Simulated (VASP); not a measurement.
# Pb (Fm-3m) in VASP: notebook

Pb is run at these levels: BLYP; tasks: single point, relaxation of cell and atoms.

Program: VASP 6.6.1. These are calculated values, not measurements. Logs are shortened: lines on timing, memory, paths and dates and some standing lists are left out, and cuts for length are marked.

### 1 The cell of the first run

It takes space group Fm-3m (No. 225, cubic). The conventional cell has a = 5.179 Å, b = 5.179 Å, c = 5.179 Å, α = 90.00°, β = 90.00°, γ = 90.00°. Pb (site symmetry m-3m) has 12 Pb at 3.66 Å within 4.8 Å.

### 2 Single point, BLYP

Contents of INCAR:

```
AGGAC    = 1.0          
AGGAX    = 1.0          
ALDAC    = 0.0          
ALDAX    = 1.0          
ALGO     = Normal         # electronic algorithm
EDIFF    = 1E-6           # SCF threshold, eV
ENCUT    = 520            # plane-wave cutoff, eV
GGA      = B5             # functional
ISIF     = 2              # what is computed and relaxed
ISMEAR   = -1             # smearing method
LASPH    = T              # aspherical terms in the spheres
LCHARG   = F              # write CHGCAR
LREAL    = F              # projectors in reciprocal space
LWAVE    = F              # write WAVECAR
NBANDS   = 13             # bands
NELM     = 100            # most SCF steps
PREC     = Accurate       # precision mode
SIGMA    = 0.1            # smearing width, eV
```

Contents of KPOINTS:

```
k-points
0
Gamma
  11 11 11
```

Contents of POSCAR:

```
Pb
1.0
    0.0000000000      2.5895810399      2.5895810399
    2.5895810399      0.0000000000      2.5895810399
    2.5895810399      2.5895810399      0.0000000000
Pb
1
Direct
    0.0000000000      0.0000000000      0.0000000000
```

Potentials or basis: VASP PAW PBE potentials, release 64 (Pb_d).

On the command line:

```bash
cat potpaw_PBE.64/Pb_d/POTCAR > POTCAR
mpirun -np 1 vasp_std > vasp.out
```

OUTCAR:

```text
EDIFF = 1E-6
   ENCUT = 520
   GGA = B5
   ISIF = 2
   ISMEAR = -1
   LASPH = T
   LREAL = F
   NELM = 100
   PREC = Accurate

 ion  position               nearest neighbor table
   1  0.000  0.000  0.000-

  LATTYP: Found a face centered cubic cell.
 ALAT       =     5.1791620798

  Lattice vectors:

 A1 = (   0.0000000000,   2.5895810399,   2.5895810399)
 A2 = (   2.5895810399,   0.0000000000,   2.5895810399)
 A3 = (   2.5895810399,   2.5895810399,   0.0000000000)

Analysis of symmetry for initial positions (statically):
=====================================================================
 Subroutine PRICEL returns:
 Original cell was already a primitive cell.

 Routine SETGRP: Setting up the symmetry group for a
 face centered cubic supercell.

 Subroutine GETGRP returns: Found 48 space group operations
[... 9 lines left out ...]

 Routine SETGRP: Setting up the symmetry group for a
 face centered cubic supercell.

 Subroutine GETGRP returns: Found 48 space group operations
[... 11 lines left out ...]
                                     Primitive cell

  volume of cell :      34.7311

  direct lattice vectors                    reciprocal lattice vectors
     0.000000000  2.589581040  2.589581040    -0.193081426  0.193081426  0.193081426
     2.589581040  0.000000000  2.589581040     0.193081426 -0.193081426  0.193081426
     2.589581040  2.589581040  0.000000000     0.193081426  0.193081426 -0.193081426

  length of vectors
     3.662220627  3.662220627  3.662220627     0.334426840  0.334426840  0.334426840

  position of ions in fractional coordinates (direct lattice)
     0.000000000  0.000000000  0.000000000

  ion indices of the primitive-cell ions
   primitive index   ion index
                 1           1

----------------------------------------------------------------------------------------

 KPOINTS: k-points

Automatic generation of k-mesh.
 Grid dimensions read from file:
 generate k-points for:   11   11   11

 Generating k-lattice:

  Cartesian coordinates                     Fractional coordinates (reciprocal lattice)
    -0.017552857  0.017552857  0.017552857     0.090909091  0.000000000  0.000000000
     0.017552857 -0.017552857  0.017552857     0.000000000  0.090909091  0.000000000
     0.017552857  0.017552857 -0.017552857     0.000000000  0.000000000  0.090909091

  Length of vectors
     0.030402440  0.030402440  0.030402440

  Shift w.r.t. Gamma in fractional coordinates (k-lattice)
     0.000000000  0.000000000  0.000000000

 Subroutine IBZKPT returns following result:
 ===========================================

 Found     56 irreducible k-points:

 Following reciprocal coordinates:
            Coordinates               Weight
  0.000000  0.000000  0.000000      1.000000
  0.090909  0.000000  0.000000      8.000000
  0.181818  0.000000  0.000000      8.000000
  0.272727  0.000000  0.000000      8.000000
  0.363636  0.000000  0.000000      8.000000
  0.454545  0.000000  0.000000      8.000000
[... 16 lines left out ...]
 -0.272727  0.181818  0.000000     24.000000
 -0.181818  0.181818  0.000000     12.000000
 [... further k-points ...]
   k-points           NKPTS =     56   k-points in BZ     NKDIM =     56   number of bands    NBANDS=     13
   number of dos      NEDOS =    301   number of ions     NIONS =      1
   total plane-waves  NPLWV =  21952
   dimension x,y,z NGX =    28 NGY =   28 NGZ =   28
   dimension x,y,z NGXF=    56 NGYF=   56 NGZF=   56
   ions per type =               1
   NGX,Y,Z   is equivalent  to a cutoff of  12.71, 12.71, 12.71 a.u.
   NGXF,Y,Z  is equivalent  to a cutoff of  25.42, 25.42, 25.42 a.u.
 SYSTEM =  unknown system
   PREC   = accura    normal or accurate (medium, high low for compatibility)
   ISTART =      0    job   : 0-new  1-cont  2-samecut
   ICHARG =      2    charge: 1-file 2-atom 10-const
   ISPIN  =      1    spin polarized calculation?
   LNONCOLLINEAR =      F non collinear calculations
   LSORBIT =      F    spin-orbit coupling
   LASPH  =      T    aspherical Exc in radial PAW
   ENCUT  =  520.0 eV  38.22 Ry    6.18 a.u.   6.81  6.81  6.81*2*pi/ulx,y,z
   NELM   =    100;   NELMIN=  2; NELMDL= -5     # of ELM steps
   EDIFF  = 0.1E-05   stopping-criterion for ELM
   LREAL  =      F    real-space projection
   EDIFFG = 0.1E-04   stopping-criterion for IOM
   NSW    =      0    number of steps for IOM
   IBRION =     -1    ionic relax: 0-MD 1-quasi-New 2-CG
   NFREE  =      0    steps in history (QN), initial steepest desc. (CG)
   ISIF   =      2    stress and relaxation
   ISYM   =      2    0-nonsym 1-usesym 2-fastsym
   POTIM  = 0.5000    time-step for ionic-motion
   TEBEG  =    0.0;   TEEND  =   0.0 temperature during run
   PSTRESS=    0.0 pullay stress
   NELECT =      14.0000    total number of electrons
   NUPDOWN=      -1.0000    fix difference up-down
   EMIN   =  10.00;   EMAX   =-10.00  energy-range for DOS
   EFERMI =   0.00;   METHOD = LEGACY
   ISMEAR =    -1;   SIGMA  =   0.10  broadening in eV -4-tet -1-fermi 0-gaus
   EFERMI_NEDOS =   21; number of points for ismear=-14 and -15
   IALGO  =     38    algorithm
   IMIX   =      4    mixing-type and parameters
     AMIX     =   0.40;   BMIX     =  1.00
     AMIX_MAG =   1.60;   BMIX_MAG =  1.00
  volume/ion in A,a.u.               =      34.73       234.38
  Fermi-wavevector in a.u.,A,eV,Ry     =   1.209330  2.285302 19.898221  1.462478
  Thomas-Fermi vector in A             =   2.344910
   LORBIT       =      0    0 simple, 1 ext, 2 COOP (PROOUT), +10 PAW based schemes
   GGA     = B5    functional components
   LHFCALC =     F    Hartree Fock is set to
   AEXX    =    0.0000 exact exchange contribution
   IVDW    =     0    specifies the selected vdW correction
   LEPSILON=     F    determine dielectric tensor
   LRPA    =     F    only Hartree local field effects (RPA)
 non-spin polarized calculation
  energy-cutoff  :      520.00
  volume of cell :       34.73
 maximum number of plane-waves:       950
   NGX = 13   NGY = 13   NGZ = 13

 number of electron      13.9999998 magnetization

 Free energy of the ion-electron system (eV)
  ---------------------------------------------------
  ext. energy  EPLUGINS =         0.00000000
  ---------------------------------------------------
  free energy    TOTEN  =        -2.88274328 eV

  energy without entropy =       -2.86355274  energy(sigma->0) =       -2.87314801

 E-fermi :   6.3661     XC(G=0):  -8.9740

 val. band max:        6.3550679580   @ k =  -0.4545   0.3636   0.0000
 cond. band min:       6.4542391768   @ k =   0.3636   0.1818   0.0909
 fundamental gap:      0.0991712187
 Fermi energy:         6.3661378465

 k-point     1 :       0.0000    0.0000    0.0000
  band No.  band energies     occupation
      1     -10.6669      2.00000
      2     -10.6669      2.00000
      3     -10.6669      2.00000
      4     -10.5741      2.00000
      5     -10.5741      2.00000
      6      -4.6273      2.00000
      7      12.5252      0.00000
      8      12.5252      0.00000
      9      12.5252      0.00000
     10      16.2679      0.00000
     11      16.4453      0.00000
     12      17.9898      0.00000
     13      17.9898      0.00000

 k-point     2 :       0.0909    0.0000    0.0000
  band No.  band energies     occupation
      1     -10.6663      2.00000
      2     -10.6590      2.00000
      3     -10.6590      2.00000
      4     -10.5741      2.00000
      5     -10.5741      2.00000
      6      -4.4918      2.00000
      7      11.0949      0.00000
      8      12.3687      0.00000
      9      12.3687      0.00000
     10      15.7461      0.00000
     11      17.2890      0.00000
     12      18.2676      0.00000
     13      18.2676      0.00000

 k-point     3 :       0.1818    0.0000    0.0000
  band No.  band energies     occupation
      1     -10.6657      2.00000
      2     -10.6451      2.00000
      3     -10.6451      2.00000
      4     -10.5670      2.00000
      5     -10.5670      2.00000
      6      -4.0893      2.00000
      7       8.6741      0.00000
      8      11.9955      0.00000
      9      11.9955      0.00000
     10      15.2197      0.00000
     11      18.4081      0.00000
     12      18.4991      0.00000
     13      18.4993      0.00000

 k-point     4 :       0.2727    0.0000    0.0000
  band No.  band energies     occupation
      1     -10.6669      2.00000
      2     -10.6436      2.00000
      3     -10.6436      2.00000
      4     -10.5405      2.00000
      5     -10.5405      2.00000
      6      -3.4417      2.00000
      7       6.3280      1.18829
      8      11.5750      0.00000
      9      11.5750      0.00000
     10      14.9327      0.00000
     11      17.2919      0.00000
     12      17.8169      0.00000
     13      17.8169      0.00000

 k-point     5 :       0.3636    0.0000    0.0000
  band No.  band energies     occupation
      1     -10.6694      2.00000
      2     -10.6513      2.00000
      3     -10.6513      2.00000
      4     -10.5067      2.00000
      5     -10.5067      2.00000
      6      -2.6291      2.00000
      7       4.3366      2.00000
      8      11.2322      0.00000
      9      11.2322      0.00000
     10      14.8565      0.00000
     11      16.4263      0.00000
     12      17.2601      0.00000
     13      17.2601      0.00000
[... 257 lines left out ...]
 k-point    22 :      -0.3636    0.1818    0.0000
  band No.  band energies     occupation
      1     -10.6698      2.00000
      2     -10.6307      2.00000
      3     -10.6106      2.00000
      4     -10.5156      2.00000
      5     -10.5119      2.00000
      6      -1.7524      2.00000
      7       3.8836      2.00000
      8       7.7960      0.00000
      9      10.5692      0.00000
     10      14.2298      0.00000
     11      17.5080      0.00000
     12      18.3042      0.00000
     13      21.2172      0.00000

 k-point    23 :      -0.2727    0.1818    0.0000
  band No.  band energies     occupation
      1     -10.6551      2.00000
      2     -10.6429      2.00000
      3     -10.6054      2.00000
      4     -10.5546      2.00000
      5     -10.5133      2.00000
      6      -2.4905      2.00000
      7       5.2910      1.99996
      8       7.8696      0.00000
      9      11.2717      0.00000
     10      14.9002      0.00000
     11      17.3410      0.00000
     12      18.1664      0.00000
     13      19.5307      0.00000

 k-point    24 :      -0.1818    0.1818    0.0000
  band No.  band energies     occupation
      1     -10.6578      2.00000
      2     -10.6423      2.00000
      3     -10.6024      2.00000
      4     -10.5912      2.00000
      5     -10.5231      2.00000
      6      -3.2285      2.00000
      7       6.8518      0.01543
      8       8.5945      0.00000
      9      11.9690      0.00000
     10      15.8420      0.00000
     11      16.9634      0.00000
     12      18.0762      0.00000
     13      18.2627      0.00000

 [... further k-points ...]
[... 5 lines left out ...]
  --------------------------------------------------------------------------------------
  -------------------------------------------------------------------------------------
  Total        0.0182460      0.0182460      0.0182460     -0.0000000     -0.0000000     -0.0000000
  in kB        0.8417058      0.8417058      0.8417058     -0.0000000     -0.0000000     -0.0000000
  external PRESSURE =       0.8417058 kB  Pullay stress =       0.0000000 kB

 VOLUME and BASIS-vectors are now :
 -----------------------------------------------------------------------------
  energy-cutoff  :      520.00
  volume of cell :       34.73
      direct lattice vectors                 reciprocal lattice vectors
     0.000000000  2.589581040  2.589581040    -0.193081426  0.193081426  0.193081426
     2.589581040  0.000000000  2.589581040     0.193081426 -0.193081426  0.193081426
     2.589581040  2.589581040  0.000000000     0.193081426  0.193081426 -0.193081426

 POSITION                                       TOTAL-FORCE (eV/Angst)
 -----------------------------------------------------------------------------------
      0.00000      0.00000      0.00000         0.000000      0.000000      0.000000
 -----------------------------------------------------------------------------------
    total drift:                               -0.000000     -0.000000     -0.000000

  FREE ENERGIE OF THE ION-ELECTRON SYSTEM (eV)
  ---------------------------------------------------
  free  energy   TOTEN  =        -2.8827432766 eV

  energy  without entropy=       -2.8635527402  energy(sigma->0) =       -2.87314801
```

It took 11 s on 1 thread of Intel Xeon 6975P-C (Granite Rapids), shared host; peak memory 0.16 GiB.

What came out:

| Item | Value |
| --- | --- |
| Free energy | -2.8827 eV |
| Pressure | 0.1 GPa |
| Band gap on the k mesh | zero (band 7 reaches 12.53 eV, above the bottom of band 8 at 5.21 eV) |

Caveat: the PAW data sets were made with another functional, which shifts forces and pressure a little; spin-orbit coupling is left out, which moves the levels of the heavy elements.

### 3 Relaxation of cell and atoms, BLYP

This run uses another cell than the first one, of 30.33 Å³/atom, 0.873 times its volume.

Contents of INCAR:

```
SYSTEM = Pb
  AGGAC = 1.0
  AGGAX = 1.0
  ALDAC = 0.0
  ALDAX = 1.0
  ALGO = Normal
  EDIFF = 1E-7
  EDIFFG = -0.01
  ENCUT = 600
  GGA = B5
  IBRION = 2
  ISIF = 3
  ISMEAR = -1
  LASPH = .True.
  LCHARG = .False.
  LREAL = .False.
  LWAVE = .False.
  NELM = 100
  NSW = 80
  PREC = Accurate
  SIGMA = 0.1
```

Contents of KPOINTS:

```
k-points
0
Gamma
  11 11 11
  0 0 0
```

Contents of POSCAR:

```
Pb
1.0
    0.0000000000      2.4752500000      2.4752500000
    2.4752500000      0.0000000000      2.4752500000
    2.4752500000      2.4752500000      0.0000000000
Pb
1
Direct
    0.0000000000      0.0000000000      0.0000000000
```

Potentials or basis: VASP PAW PBE potentials, release 64 (Pb_d).

On the command line:

```bash
cat potpaw_PBE.64/Pb_d/POTCAR > POTCAR
mpirun -np 1 vasp_std > vasp.out
```

OUTCAR:

```text
SYSTEM = Pb
   EDIFF = 1E-7
   EDIFFG = -0.01
   ENCUT = 600
   GGA = B5
   IBRION = 2
   ISIF = 3
   ISMEAR = -1
   LASPH = .True.
   LREAL = .False.
   NELM = 100
   NSW = 80
   PREC = Accurate

 ion  position               nearest neighbor table
   1  0.000  0.000  0.000-

  LATTYP: Found a face centered cubic cell.
 ALAT       =     4.9505000000

  Lattice vectors:

 A1 = (   0.0000000000,   2.4752500000,   2.4752500000)
 A2 = (   2.4752500000,   0.0000000000,   2.4752500000)
 A3 = (   2.4752500000,   2.4752500000,   0.0000000000)

Analysis of symmetry for initial positions (statically):
=====================================================================
 Subroutine PRICEL returns:
 Original cell was already a primitive cell.

[... 249 lines left out ...]
 val. band max:        6.3354701668   @ k =  -0.4545   0.3636   0.0000
 cond. band min:       6.4305307237   @ k =   0.3636   0.1818   0.0909
 fundamental gap:      0.0950605569
 Fermi energy:         6.3447873279

 k-point     1 :       0.0000    0.0000    0.0000
  band No.  band energies     occupation
      1     -10.6871      2.00000
      2     -10.6871      2.00000
      3     -10.6871      2.00000
      4     -10.5950      2.00000
      5     -10.5950      2.00000
      6      -4.6366      2.00000
      7      12.4886      0.00000
      8      12.4886      0.00000
      9      12.4886      0.00000
     10      16.2444      0.00000
     11      16.3987      0.00000
[... 309 lines left out ...]
 k-point    24 :      -0.1818    0.1818    0.0000
  band No.  band energies     occupation
      1     -10.6781      2.00000
      2     -10.6627      2.00000
      3     -10.6231      2.00000
      4     -10.6121      2.00000
      5     -10.5444      2.00000
      6      -3.2418      2.00000
      7       6.8267      0.01602
      8       8.5696      0.00000
      9      11.9334      0.00000
     10      15.8134      0.00000
     11      16.9316      0.00000

 [... further k-points ...]
[... 5 lines left out ...]
  --------------------------------------------------------------------------------------
  -------------------------------------------------------------------------------------
  Total        0.0070205      0.0070205      0.0070205      0.0000000      0.0000000      0.0000000
  in kB        0.3231747      0.3231747      0.3231747      0.0000000      0.0000000      0.0000000
  external PRESSURE =       0.3231747 kB  Pullay stress =       0.0000000 kB
[... 16 lines left out ...]
  FREE ENERGIE OF THE ION-ELECTRON SYSTEM (eV)
  ---------------------------------------------------
  free  energy   TOTEN  =        -2.8816017745 eV

  energy  without entropy=       -2.8623380244  energy(sigma->0) =       -2.87196990

 reached required accuracy - stopping structural energy minimisation
```

It took 31 s on 1 thread of Intel Xeon 6975P-C (Granite Rapids), shared host; peak memory 0.17 GiB.

What came out:

```yaml
Free_energy: -2.8816 eV
Relaxed_volume: 34.81 Å³/atom
Relaxed_cell: a = 3.665 Å, b = 3.665 Å, c = 3.665 Å, α = 60.00°, β = 60.00°, γ = 60.00°
Space_group_after_relaxing_to_0.05_Å: Fm-3m (No. 225)
Energy_gained_by_relaxing: 74.9 meV/atom
Ionic_steps: 3
Pressure_after_relaxing: 0.0 GPa
Band_gap_on_the_k_mesh: zero (band 7 reaches 12.49 eV, above the bottom of band 8 at 5.19 eV)
```

The path:
| step | energy change (eV) | largest force (eV/Å) | pressure (GPa) | volume (Å³) |
| --- | --- | --- | --- | --- |
| 1 | 0.0000 | 0.0000 | 6.09 | 30.33 |
| 2 | -0.0731 | 0.0000 | -0.71 | 35.68 |
| 3 | -0.0749 | 0.0000 | 0.03 | 34.81 |

Final structure:
```xyz
1
Lattice="0.0000 2.5914 2.5914 2.5914 0.0000 2.5914 2.5914 2.5914 0.0000" Properties=species:S:1:pos:R:3 pbc="T T T"
Pb    0.0000    0.0000    0.0000
```

Caveat: the PAW data sets were made with another functional, which shifts forces and pressure a little; spin-orbit coupling is left out, which moves the levels of the heavy elements; the volume moved by +15 % from the deposited cell, more than functionals usually miss. BLYP gives volumes clearly too large for solids.

[end of part 1 of 2]
